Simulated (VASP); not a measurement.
# Ru (P6_3/mmc) in VASP: settings compared, part 2 of 2

VASP 6.6.1. Earlier steps stand in the parts before.

### 4 Single point, PBE0

Input file POSCAR:

```
Ru
1.0
    2.6876397213      0.0000000000      0.0000000000
   -1.3438198606      2.3275642749      0.0000000000
    0.0000000000      0.0000000000      4.2531615502
Ru
2
Direct
    0.6666666667      0.3333333333      0.7500000000
    0.3333333333      0.6666666667      0.2500000000
```

Input file INCAR.step1:

```
SYSTEM = Ru
  ALGO = Normal
  EDIFF = 1E-5
  ENCUT = 520
  GGA = PE
  ISIF = 2
  ISMEAR = -1
  LASPH = .TRUE.
  LREAL = .FALSE.
  LWAVE = .TRUE.
  NBANDS = 21
  NELM = 100
  PREC = Accurate
  SIGMA = 0.05
```

Input file INCAR.step2:

```
SYSTEM = Ru
  AEXX = 0.25
  ALGO = Normal
  EDIFF = 1E-6
  ENCUT = 520
  GGA = PE
  ISIF = 2
  ISMEAR = -1
  ISTART = 1
  LASPH = .TRUE.
  LCHARG = .TRUE.
  LELF = .TRUE.
  LHFCALC = .TRUE.
  LREAL = .FALSE.
  LVHAR = .TRUE.
  LWAVE = .FALSE.
  NBANDS = 21
  NELM = 100
  PREC = Accurate
  PRECFOCK = Normal
  SIGMA = 0.05
```

Input file KPOINTS:

```
k-points
0
G
  6 6 4
  0 0 0
```

Started as:

```
$ cat potpaw_PBE.64/Ru_pv/POTCAR > POTCAR
$ cp INCAR.step1 INCAR
$ mpirun -np 1 vasp_std > vasp.out
$ cp INCAR.step2 INCAR
$ mpirun -np 1 vasp_std > vasp.out
```

It took 23 min on 1 thread of AMD EPYC 9R45 (Zen 5), shared host; peak memory 0.13 GiB.

It converged, with:

```yaml
Free_energy: -23.6218 eV
Pressure: -1.5 GPa
Band_gap_on_the_k_mesh: zero (bands 14 and 15 overlap by 4.45 eV)
```

Stress tensor (GPa, compression positive):
```
 1.68  0.00  0.00
 0.00  1.68  0.00
 0.00  0.00 -7.92
```

Levels at points of the mesh, in eV from the Fermi level:
```
           k point  band 10  band 11  band 12  band 13  band 14  band 15  band 16  band 17  band 18  band 19
(0.00, 0.00, 0.00)    -3.90    -3.64    -3.10    -3.10    -2.54    -2.54     1.36     1.60     1.60    11.92
(0.50, 0.00, 0.00)    -4.46    -3.18    -2.66    -2.49     1.91     2.38     2.45     4.98     7.26    12.55
(0.00, 0.00, 0.50)    -4.14    -4.14    -4.14    -3.84    -3.84     0.76     0.76     0.76     0.76    14.46
(0.50, 0.00, 0.50)    -6.13    -1.99    -1.99     0.61     0.61     2.20     2.20     4.08     4.08    12.13
```

Caveat: the k points lie up to 0.45 Å⁻¹ apart, too coarse for converged energies and pressures of a metal; the PAW data sets were made with another functional, which shifts forces and pressure a little.

### 5 Single point, PBE

This run uses another cell than the first one, of 13.57 Å³/atom.

Input file INCAR:

```
PREC     = Accurate       # precision mode
ENCUT    = 520            # plane-wave cutoff, eV
EDIFF    = 1E-6           # SCF threshold, eV
ISMEAR   = -1             # smearing method
SIGMA    = 0.06           # smearing width, eV
LREAL    = F              # projectors in reciprocal space
LASPH    = T              # aspherical terms in the spheres
NELM     = 80             # most SCF steps
ALGO     = Normal         # electronic algorithm
ISIF     = 2              # what is computed and relaxed
LWAVE    = F              # write WAVECAR
LCHARG   = F              # write CHGCAR
GGA      = PE             # functional
NBANDS   = 21             # bands
```

Input file KPOINTS:

```
regular mesh
0
Gamma
  6 6 3
```

Input file POSCAR:

```
Ru
1.0
    2.7058000000      0.0000000000      0.0000000000
   -1.3529000000      2.3432915376      0.0000000000
    0.0000000000      0.0000000000      4.2819000000
Ru
2
Direct
    0.6666666667      0.3333333333      0.7500000000
    0.3333333333      0.6666666667      0.2500000000
```

Potentials or basis: VASP PAW PBE potentials, release 64 (Ru_pv).

Started as:

```
$ cat potpaw_PBE.64/Ru_pv/POTCAR > POTCAR
$ mpirun -np 1 vasp_std > vasp.out
```

OUTCAR:

```text
PREC = Accurate
   ENCUT = 520
   EDIFF = 1E-6
   ISMEAR = -1
   LREAL = F
   LASPH = T
   NELM = 80
   ISIF = 2
   GGA = PE

 ion  position               nearest neighbor table
   1  0.667  0.333  0.750-   2 2.65   2 2.65   2 2.65   2 2.65   2 2.65   2 2.65
   2  0.333  0.667  0.250-   1 2.65   1 2.65   1 2.65   1 2.65   1 2.65   1 2.65

  LATTYP: Found a hexagonal cell.
 ALAT       =     2.7058000000
 C/A-ratio  =     1.5824894671

  Lattice vectors:

 A1 = (   2.7058000000,   0.0000000000,   0.0000000000)
 A2 = (  -1.3529000000,   2.3432915376,   0.0000000000)
 A3 = (   0.0000000000,   0.0000000000,   4.2819000000)

Analysis of symmetry for initial positions (statically):
=====================================================================
 Subroutine PRICEL returns:
 Original cell was already a primitive cell.

 Routine SETGRP: Setting up the symmetry group for a
 hexagonal supercell.

 Subroutine GETGRP returns: Found 24 space group operations
[... 150 lines left out ...]
  ext. energy  EPLUGINS =         0.00000000
  ---------------------------------------------------
  free energy    TOTEN  =       -18.39181818 eV

  energy without entropy =      -18.37500918  energy(sigma->0) =      -18.38341368

 E-fermi :  12.7955     XC(G=0): -14.1232

 val. band max:       12.7365326134   @ k =   0.1667   0.1667   0.0000
 cond. band min:      12.8823119834   @ k =   0.1667   0.0000   0.3333
 fundamental gap:      0.1457793700
 Fermi energy:        12.7954646670

 k-point     1 :       0.0000    0.0000    0.0000
  band No.  band energies     occupation
      1     -30.8102      2.00000
      2     -29.8900      2.00000
      3     -29.8900      2.00000
      4     -29.7200      2.00000
      5     -29.7200      2.00000
      6     -29.6671      2.00000
[... 325 lines left out ...]
     20      23.2321      0.00000
     21      23.2321      0.00000

------------------------ aborting loop because EDIFF is reached ----------------------------------------

  FORCE on cell =-STRESS in cart. coord.  units (eV):
  Direction    XX          YY          ZZ          XY          YZ          ZX
  --------------------------------------------------------------------------------------
  -------------------------------------------------------------------------------------
  Total        1.1723412      1.1723412      0.3385264     -0.0000000     -0.0000000      0.0000000
  in kB       69.1840655     69.1840655     19.9776599     -0.0000000     -0.0000000      0.0000000
  external PRESSURE =      52.7819303 kB  Pullay stress =       0.0000000 kB

 VOLUME and BASIS-vectors are now :
 -----------------------------------------------------------------------------
  energy-cutoff  :      520.00
  volume of cell :       27.15
      direct lattice vectors                 reciprocal lattice vectors
     2.705800000  0.000000000  0.000000000     0.369576465  0.213375072  0.000000000
    -1.352900000  2.343291538  0.000000000     0.000000000  0.426750144  0.000000000
     0.000000000  0.000000000  4.281900000     0.000000000  0.000000000  0.233541185

 POSITION                                       TOTAL-FORCE (eV/Angst)
 -----------------------------------------------------------------------------------
      1.35290      0.78110      3.21143        -0.000000      0.000000      0.000000
     -0.00000      1.56219      1.07048         0.000000     -0.000000      0.000000
 -----------------------------------------------------------------------------------
    total drift:                               -0.000000      0.000000     -0.000000

  FREE ENERGIE OF THE ION-ELECTRON SYSTEM (eV)
  ---------------------------------------------------
  free  energy   TOTEN  =       -18.3918181847 eV

  energy  without entropy=      -18.3750091834  energy(sigma->0) =      -18.38341368
```

It took 11 s on 1 thread of Intel Xeon 8259CL, shared host; peak memory 0.13 GiB.

Results:

```yaml
Free_energy: -18.3918 eV
Pressure: 5.3 GPa
Band_gap_on_the_k_mesh: zero (bands 14 and 15 overlap by 2.98 eV)
```

Stress tensor (GPa, compression positive):
```
6.92 0.00 0.00
0.00 6.92 0.00
0.00 0.00 2.00
```

Caveat: the k points lie up to 0.49 Å⁻¹ apart, too coarse for converged energies and pressures of a metal.

### 6 Summary

| level | cell | k mesh | smearing | grid for exact exchange (PRECFOCK) | share of exact exchange | gap on the mesh (eV) | pressure (GPa) |
| --- | --- | --- | --- | --- | --- | --- | --- |
| BHLYP | a = 2.688, b = 2.688, c = 4.253 Å, angles 90.0, 90.0, 120.0°, 2 atoms | 6 × 6 × 3 | fermi-dirac 0.05 eV | Normal | 0.5 | none | 0.2 |
| BHLYP | a = 2.706, b = 2.706, c = 4.282 Å, angles 90.0, 90.0, 120.0°, 2 atoms | 6 × 6 × 3 | fermi-dirac 0.05 eV | Normal | 0.5 | none | -7.0 |
| PBE0 | a = 2.688, b = 2.688, c = 4.253 Å, angles 90.0, 90.0, 120.0°, 2 atoms | 6 × 6 × 4 | fermi-dirac 0.05 eV | Normal | 0.25 | none | -1.5 |
| PBE | a = 2.706, b = 2.706, c = 4.282 Å, angles 90.0, 90.0, 120.0°, 2 atoms | 6 × 6 × 3 | fermi-dirac 0.06 eV | - | - | none | 5.3 |

Alike in all rows: task single point; potentials or basis VASP PAW PBE potentials, release 64 (Ru_pv); no spin polarisation; cutoff (eV) 520.

Caveats: all runs use coarse meshes; the PAW data sets were made with another functional, which shifts forces and pressure a little (at least some runs).

Total energies depend on the potentials used, so only differences within one code and one set of settings carry meaning.
